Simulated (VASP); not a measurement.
# Rh (Cmcm) in VASP: a series of runs, part 2 of 2

VASP 6.6.1. Earlier steps stand in the parts before.

## 3. Single point, PBEsol (strain -0.0750 x Voigt [1, 0, 0, 0, 0, 0])

File INCAR:

```
ALGO = Fast
EDIFF = 1E-6
ENCUT = 520
GGA = PS
ISIF = 2
ISMEAR = 0
LASPH = T
LCHARG = F
LREAL = F
LWAVE = F
NBANDS = 22
NELM = 100
PREC = Accurate
SIGMA = 0.15
```

File KPOINTS:

```
k-points
0
Gamma
  18 18 12
```

File POSCAR:

```
Rh
1.0
    2.5261556141      0.0000000000      0.0000000000
   -1.2630778070      2.3650972278      0.0000000000
    0.0000000000      0.0000000000      4.4284890000
Rh
2
Direct
    0.6666666667      0.3333333333      0.7500000000
    0.3333333333      0.6666666667      0.2500000000
```

Potentials or basis: VASP PAW PBE potentials, release 64 (Rh_pv).

Launch:

```bash
> cat potpaw_PBE.64/Rh_pv/POTCAR > POTCAR
> mpirun -np 1 vasp_std > vasp.out
```

OUTCAR:

```text
EDIFF = 1E-6
   ENCUT = 520
   GGA = PS
   ISIF = 2
   ISMEAR = 0
   LASPH = T
   LREAL = F
   NELM = 100
   PREC = Accurate

 ion  position               nearest neighbor table
   1  0.667  0.333  0.750-   2 2.67   2 2.67   2 2.67   2 2.67   2 2.72   2 2.72
   2  0.333  0.667  0.250-   1 2.67   1 2.67   1 2.67   1 2.67   1 2.72   1 2.72

  LATTYP: Found a base centered orthorhombic cell.
 ALAT       =     2.5261556141
 B/A-ratio  =     1.8724873595
 C/A-ratio  =     1.7530547110

  Lattice vectors:

 A1 = (   1.2630778070,  -2.3650972278,   0.0000000000)
 A2 = (   1.2630778071,   2.3650972278,   0.0000000000)
 A3 = (   0.0000000000,   0.0000000000,   4.4284890000)

Analysis of symmetry for initial positions (statically):
=====================================================================
 Subroutine PRICEL returns:
 Original cell was already a primitive cell.

 Routine SETGRP: Setting up the symmetry group for a
 base centered orthorhombic supercell.

 Subroutine GETGRP returns: Found  8 space group operations
 (whereof  4 operations were pure point group operations)
 out of a pool of  8 trial point group operations.

The static configuration has the point symmetry C_2h.
 The point group associated with its full space group is D_2h.

Analysis of symmetry for dynamics (positions and initial velocities):
=====================================================================
 Subroutine PRICEL returns:
 Original cell was already a primitive cell.

 Routine SETGRP: Setting up the symmetry group for a
 base centered orthorhombic supercell.

 Subroutine GETGRP returns: Found  8 space group operations
 (whereof  4 operations were pure point group operations)
 out of a pool of  8 trial point group operations.

The dynamic configuration has the point symmetry C_2h.
 The point group associated with its full space group is D_2h.

 Subroutine INISYM returns: Found  8 space group operations
 (whereof  4 operations are pure point group operations),
 and found     1 'primitive' translations

----------------------------------------------------------------------------------------

                                     Primitive cell

  volume of cell :      26.4585

  direct lattice vectors                    reciprocal lattice vectors
     2.526155614  0.000000000  0.000000000     0.395858432  0.211407799  0.000000000
    -1.263077807  2.365097228  0.000000000     0.000000000  0.422815599  0.000000000
     0.000000000  0.000000000  4.428489000     0.000000000  0.000000000  0.225810655

  length of vectors
     2.526155614  2.681240467  4.428489000     0.448772944  0.422815599  0.225810655

  position of ions in fractional coordinates (direct lattice)
     0.666666667  0.333333333  0.750000000
     0.333333333  0.666666667  0.250000000

  ion indices of the primitive-cell ions
   primitive index   ion index
                 1           1
                 2           2

----------------------------------------------------------------------------------------

 KPOINTS: k-points

Automatic generation of k-mesh.
 Grid dimensions read from file:
 generate k-points for:   18   18   12

 Generating k-lattice:

  Cartesian coordinates                     Fractional coordinates (reciprocal lattice)
     0.021992135  0.011744878  0.000000000     0.055555556  0.000000000  0.000000000
     0.000000000  0.023489755  0.000000000     0.000000000  0.055555556  0.000000000
     0.000000000  0.000000000  0.018817555     0.000000000  0.000000000  0.083333333

  Length of vectors
     0.024931830  0.023489755  0.018817555

  Shift w.r.t. Gamma in fractional coordinates (k-lattice)
     0.000000000  0.000000000  0.000000000

 Subroutine IBZKPT returns following result:
 ===========================================

 Found    637 irreducible k-points:

 Following reciprocal coordinates:
            Coordinates               Weight
  0.000000  0.000000  0.000000      1.000000
  0.055556 -0.000000  0.000000      4.000000
  0.111111 -0.000000  0.000000      4.000000
  0.166667 -0.000000  0.000000      4.000000
  0.222222  0.000000  0.000000      4.000000
  0.277778  0.000000  0.000000      4.000000
[... 16 lines left out ...]
 -0.333333  0.055556  0.000000      4.000000
 -0.277778  0.055556  0.000000      4.000000
 [... further k-points ...]
   k-points           NKPTS =    637   k-points in BZ     NKDIM =    637   number of bands    NBANDS=     22
   number of dos      NEDOS =    301   number of ions     NIONS =      2
   total plane-waves  NPLWV =  14400
   dimension x,y,z NGX =    20 NGY =   20 NGZ =   36
   dimension x,y,z NGXF=    40 NGYF=   40 NGZF=   72
   ions per type =               2
   NGX,Y,Z   is equivalent  to a cutoff of  13.16, 12.40, 13.51 a.u.
   NGXF,Y,Z  is equivalent  to a cutoff of  26.32, 24.80, 27.03 a.u.
 SYSTEM =  unknown system
   PREC   = accura    normal or accurate (medium, high low for compatibility)
   ISTART =      0    job   : 0-new  1-cont  2-samecut
   ICHARG =      2    charge: 1-file 2-atom 10-const
   ISPIN  =      1    spin polarized calculation?
   LNONCOLLINEAR =      F non collinear calculations
   LSORBIT =      F    spin-orbit coupling
   LASPH  =      T    aspherical Exc in radial PAW
   ENCUT  =  520.0 eV  38.22 Ry    6.18 a.u.   4.70  4.99  8.23*2*pi/ulx,y,z
   NELM   =    100;   NELMIN=  2; NELMDL= -5     # of ELM steps
   EDIFF  = 0.1E-05   stopping-criterion for ELM
   LREAL  =      F    real-space projection
   EDIFFG = 0.1E-04   stopping-criterion for IOM
   NSW    =      0    number of steps for IOM
   IBRION =     -1    ionic relax: 0-MD 1-quasi-New 2-CG
   NFREE  =      0    steps in history (QN), initial steepest desc. (CG)
   ISIF   =      2    stress and relaxation
   ISYM   =      2    0-nonsym 1-usesym 2-fastsym
   POTIM  = 0.5000    time-step for ionic-motion
   TEBEG  =    0.0;   TEEND  =   0.0 temperature during run
   PSTRESS=    0.0 pullay stress
   NELECT =      30.0000    total number of electrons
   NUPDOWN=      -1.0000    fix difference up-down
   EMIN   =  10.00;   EMAX   =-10.00  energy-range for DOS
   EFERMI =   0.00;   METHOD = LEGACY
   ISMEAR =     0;   SIGMA  =   0.15  broadening in eV -4-tet -1-fermi 0-gaus
   EFERMI_NEDOS =   21; number of points for ismear=-14 and -15
   IALGO  =     68    algorithm
   IMIX   =      4    mixing-type and parameters
     AMIX     =   0.40;   BMIX     =  1.00
     AMIX_MAG =   1.60;   BMIX_MAG =  1.00
  volume/ion in A,a.u.               =      13.23        89.28
  Fermi-wavevector in a.u.,A,eV,Ry     =   1.707105  3.225962 39.650223  2.914209
  Thomas-Fermi vector in A             =   2.786019
   LORBIT       =      0    0 simple, 1 ext, 2 COOP (PROOUT), +10 PAW based schemes
   GGA     = PS    functional components
   LHFCALC =     F    Hartree Fock is set to
   AEXX    =    0.0000 exact exchange contribution
   IVDW    =     0    specifies the selected vdW correction
   LEPSILON=     F    determine dielectric tensor
   LRPA    =     F    only Hartree local field effects (RPA)
 non-spin polarized calculation
 RMM-DIIS sequential band-by-band and
 Gauss-broadening in eV      SIGMA  =   0.15
  energy-cutoff  :      520.00
  volume of cell :       26.46
 maximum number of plane-waves:       730
   NGX =  9   NGY =  9   NGZ = 17

 number of electron      30.0000007 magnetization

 Free energy of the ion-electron system (eV)
  ---------------------------------------------------
  ext. energy  EPLUGINS =         0.00000000
  ---------------------------------------------------
  free energy    TOTEN  =       -16.05913262 eV

  energy without entropy =      -16.02442875  energy(sigma->0) =      -16.04178068

 E-fermi :  12.5399     XC(G=0): -14.4606

 val. band max:       12.5399175581   @ k =   0.2778   0.2778   0.0000
 cond. band min:      12.5426448858   @ k =   0.2222   0.2778   0.0833
 fundamental gap:      0.0027273277
 Fermi energy:        12.5399308271

 k-point     1 :       0.0000    0.0000    0.0000
  band No.  band energies     occupation
      1     -34.6886      2.00000
      2     -34.0064      2.00000
      3     -33.9464      2.00000
      4     -33.9117      2.00000
      5     -33.9106      2.00000
      6     -33.8504      2.00000
[... 14 lines left out ...]
     21      30.0640      0.00000
     22      31.2756      0.00000
[... 552 lines left out ...]
  band No.  band energies     occupation
      1     -34.5185      2.00000
      2     -34.4043      2.00000
      3     -34.3342      2.00000
      4     -34.0854      2.00000
      5     -33.9715      2.00000
      6     -33.9609      2.00000
[... 14 lines left out ...]
     21      29.6682      0.00000
     22      29.8595      0.00000

 [... further k-points ...]
[... 5 lines left out ...]
  --------------------------------------------------------------------------------------
  -------------------------------------------------------------------------------------
  Total        5.2325146     -0.2850443     -0.2013529     -0.0000000     -0.0000000      0.0000000
  in kB      316.8519318    -17.2606930    -12.1928111     -0.0000000     -0.0000000      0.0000000
  external PRESSURE =      95.7994759 kB  Pullay stress =       0.0000000 kB

 VOLUME and BASIS-vectors are now :
 -----------------------------------------------------------------------------
  energy-cutoff  :      520.00
  volume of cell :       26.46
      direct lattice vectors                 reciprocal lattice vectors
     2.526155614  0.000000000  0.000000000     0.395858432  0.211407799  0.000000000
    -1.263077807  2.365097228  0.000000000     0.000000000  0.422815599  0.000000000
     0.000000000  0.000000000  4.428489000     0.000000000  0.000000000  0.225810655

 POSITION                                       TOTAL-FORCE (eV/Angst)
 -----------------------------------------------------------------------------------
      1.26308      0.78837      3.32137        -0.000000     -0.189530     -0.000000
     -0.00000      1.57673      1.10712         0.000000      0.189530      0.000000
 -----------------------------------------------------------------------------------
    total drift:                               -0.000000      0.000000     -0.000000

  FREE ENERGIE OF THE ION-ELECTRON SYSTEM (eV)
  ---------------------------------------------------
  free  energy   TOTEN  =       -16.0591326199 eV

  energy  without entropy=      -16.0244287470  energy(sigma->0) =      -16.04178068
```

OSZICAR:

```text
N       E                     dE             d eps       ncg     rms          rms(c)
DAV:   1     0.325465603736E+03    0.32547E+03   -0.18988E+04 28172   0.160E+03
DAV:   2    -0.100008348552E+02   -0.33547E+03   -0.32350E+03 29018   0.477E+02
DAV:   3    -0.172011004744E+02   -0.72003E+01   -0.71581E+01 32822   0.785E+01
DAV:   4    -0.172483665462E+02   -0.47266E-01   -0.47261E-01 31108   0.640E+00
DAV:   5    -0.172490961823E+02   -0.72964E-03   -0.72963E-03 33260   0.822E-01    0.175E+01
RMM:   6    -0.161131887192E+02    0.11359E+01   -0.24314E+00 28938   0.133E+01    0.608E+00
RMM:   7    -0.160676883462E+02    0.45500E-01   -0.14274E-01 29794   0.306E+00    0.235E+00
RMM:   8    -0.160606763597E+02    0.70120E-02   -0.31375E-02 30881   0.175E+00    0.569E-01
RMM:   9    -0.160590959835E+02    0.15804E-02   -0.37880E-03 33250   0.588E-01    0.201E-02
RMM:  10    -0.160591321130E+02   -0.36129E-04   -0.39838E-04 33354   0.207E-01    0.187E-02
RMM:  11    -0.160591335507E+02   -0.14377E-05   -0.36261E-05 34794   0.624E-02    0.889E-03
RMM:  12    -0.160591321751E+02    0.13756E-05   -0.93343E-06 34081   0.278E-02    0.225E-03
RMM:  13    -0.160591326199E+02   -0.44484E-06   -0.25259E-06 22895   0.142E-02
   1 F= -.16059133E+02 E0= -.16041781E+02  d E =-.347039E-01
```

Wall time 4.4 min (1 thread of Intel Xeon 6975P-C, shared host); peak memory 0.37 GiB.

Results:

```
Free energy            : -16.0591 eV
Pressure               : 9.6 GPa
Largest force          : 0.190 eV/Å
Band gap on the k mesh : zero (band 15 reaches 13.47 eV, above the bottom of band 16 at 10.65 eV)
```

Forces in eV/Å, atoms in the order of the input:
```
Rh   0.000 -0.190  0.000
Rh   0.000  0.190  0.000
```

Levels at points of the mesh, in eV from the Fermi level:
```tsv
k point	band 11	band 12	band 13	band 14	band 15	band 16	band 17	band 18	band 19	band 20
(0.00, 0.00, 0.00)	-3.29	-2.47	-2.05	-1.88	-1.50	0.05	0.21	0.38	8.39	16.04
(0.50, 0.00, 0.00)	-2.88	-2.27	-2.01	0.50	0.73	0.97	3.53	5.84	10.94	11.00
(0.00, 0.50, 0.00)	-2.99	-2.67	-2.40	0.60	0.76	0.86	2.89	4.91	9.84	10.27
(0.00, 0.00, 0.50)	-3.60	-3.60	-2.58	-2.58	-0.57	-0.57	-0.19	-0.19	14.55	14.55
(0.50, 0.00, 0.50)	-1.77	-1.77	-0.29	-0.29	0.93	0.93	3.04	3.04	10.28	10.28
(0.00, 0.50, 0.50)	-1.22	-1.22	-0.45	-0.45	0.76	0.76	2.33	2.33	9.06	9.06
```

Caveat: the cell differs from its parent crystal (strain -0.0750 x Voigt [1, 0, 0, 0, 0, 0]); the PAW data sets were made with another functional, which shifts forces and pressure a little.
